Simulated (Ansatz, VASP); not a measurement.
**Mo: VASP beside Ansatz**

```
CELL_PARAMETERS angstrom
2.87768 0.00000 0.00000
-1.43884 2.49214 0.00000
0.00000 0.00000 10.08048
ATOMIC_POSITIONS crystal
Mo 0.00000 0.00000 0.00000
Mo 0.00000 0.00000 0.50000
Mo 0.33333 0.66667 0.25000
Mo 0.66667 0.33333 0.75000
```

Alike in both runs: task single point; functional BLYP; k mesh 14 × 14 × 4; occupations fermi-dirac, width 0.1 eV; no spin polarisation.

|  | VASP | Ansatz |
| --- | --- | --- |
| version | VASP 6.6.1 | Ansatz 0.2.0 |
| potentials or method | VASP PAW PBE potentials, release 64 (Mo_sv), cutoff 520 eV | plane waves (420 eV) with PAW, scalar-relativistic |
| valence electrons in the cell | 56 | 56 |

Ansatz gave:

```
pressure (GPa)                                                : -14.0
traceless stress, the component that is largest in VASP (GPa) : 1.43
```

**Question.** Estimate VASP's values.

**Answer.** Pressure (GPa): -13.4; traceless stress, the component that is largest in VASP (GPa): 1.31.

VASP's potentials were made for PBE, not for BLYP.
